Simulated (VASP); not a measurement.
A run of VASP 6.6.1:

The input INCAR:

```
SYSTEM = B33N31
PREC = Accurate
ENCUT = 520
EDIFF = 1E-6
ISMEAR = -1
SIGMA = 0.05
LREAL = Auto
LASPH = .TRUE.
NELM = 150
ALGO = Normal
ISIF = 2
LWAVE = .FALSE.
LCHARG = .FALSE.
ISPIN = 2
MAGMOM = 0 0 0 0 0 0 0 0.2 0.2 0 0 0 0 0 0 0 0.2 0 0 0 0 0 0 0 0.2 0 0 0 0 0 0 0 0.2 0 0 0 0 0 0 0 0 0 0 0 0 0 0 0 0 0 0 0 0 0 0 0 0 0 0 0 0 0 0 0
LORBIT = 11
NUPDOWN = 1.0
GGA = PS
NBANDS = 169
NELECT = 253.0
ISYM = 0
```

File KPOINTS:

```
Automatic mesh
0
Gamma
  1 1 1
  0.25 0.25 0.25
```

POSCAR

```
B33N31
1.0
    7.2115910000      0.0000000000      0.0000000000
    0.0000000000      7.2115910000      0.0000000000
    0.0000000000      0.0000000000      7.2115910000
B N
33 31
Direct
    0.0003810000      0.0008700000      0.0004500000
    0.0021710000      0.0025150000      0.4995670000
    0.0021160000      0.4999830000      0.0020610000
    0.0010160000      0.5001470000      0.4997020000
    0.4993010000      0.0022170000      0.0018100000
    0.5010560000      0.0019360000      0.4989100000
    0.5010320000      0.4993420000      0.0015390000
    0.4871790000      0.4914600000      0.4912230000
    0.6351230000      0.6059320000      0.6051990000
    0.2501130000      0.2504310000      0.0000130000
    0.2482920000      0.2486040000      0.4991880000
    0.2483820000      0.7527440000      0.0022430000
    0.2493120000      0.7477530000      0.4979460000
    0.7513510000      0.2489760000      0.0016670000
    0.7485540000      0.2500090000      0.4983610000
    0.7510090000      0.7493510000      0.0020640000
    0.7616000000      0.7668150000      0.4950060000
    0.2501210000      0.0004100000      0.2500230000
    0.2484040000      0.0026370000      0.7523390000
    0.2482950000      0.4995910000      0.2481960000
    0.2493070000      0.4983770000      0.7473670000
    0.7513600000      0.0020740000      0.2485330000
    0.7510210000      0.0024970000      0.7489360000
    0.7485610000      0.4987990000      0.2496360000
    0.7615180000      0.4952430000      0.7663270000
    0.0000870000      0.2504430000      0.2500290000
    0.0012390000      0.2494020000      0.7521730000
    0.0012480000      0.7525910000      0.2489620000
    0.0015150000      0.7504120000      0.7499940000
    0.4989330000      0.2482510000      0.2478440000
    0.4994010000      0.2507080000      0.7484110000
    0.4994270000      0.7488050000      0.2503360000
    0.4857800000      0.7677540000      0.7673750000
    0.1253400000      0.1254010000      0.1249930000
    0.1253640000      0.1251290000      0.6245140000
    0.1253430000      0.6249180000      0.1246960000
    0.1252480000      0.6253630000      0.6249690000
    0.6248350000      0.1245410000      0.1241120000
    0.6253030000      0.1261260000      0.6250040000
    0.6253120000      0.6253860000      0.1257350000
    0.3746210000      0.3750200000      0.1241090000
    0.3699900000      0.3706320000      0.6237990000
    0.3756360000      0.8753420000      0.1248020000
    0.3778540000      0.8730840000      0.6234430000
    0.8754830000      0.3754180000      0.1254170000
    0.8750160000      0.3759910000      0.6240200000
    0.8754690000      0.8759480000      0.1253080000
    0.8794060000      0.8799870000      0.6256760000
    0.3746140000      0.1245150000      0.3746250000
    0.3756250000      0.1251910000      0.8749500000
    0.3700160000      0.6241830000      0.3702580000
    0.3778250000      0.6238670000      0.8727140000
    0.8754980000      0.1258160000      0.3749820000
    0.8754600000      0.1257450000      0.8755630000
    0.8750520000      0.6244530000      0.3755710000
    0.8792900000      0.6260580000      0.8794490000
    0.1242880000      0.3750300000      0.3746190000
    0.1254530000      0.3755700000      0.8752240000
    0.1254650000      0.8756220000      0.3751490000
    0.1262210000      0.8756800000      0.8752910000
    0.6240400000      0.3707780000      0.3703920000
    0.6251540000      0.3745860000      0.8773210000
    0.6251800000      0.8777810000      0.3741370000
    0.6262950000      0.8751120000      0.8746920000
```

Potentials or basis: VASP PAW PBE potentials, release 64 (B, N).

The run is started by

```bash
$ cat potpaw_PBE.64/B/POTCAR potpaw_PBE.64/N/POTCAR > POTCAR
$ mpirun -np 1 vasp_std > vasp.out
```

Hardware: 1 thread of AMD EPYC 7571 (shared host).

Task: How long does it take, and how much memory?

Result: Run time: 40 min on 1 thread of AMD EPYC 7571 (shared host), peak memory 0.68 GiB. Counts: scf iterations 16, k points 4.
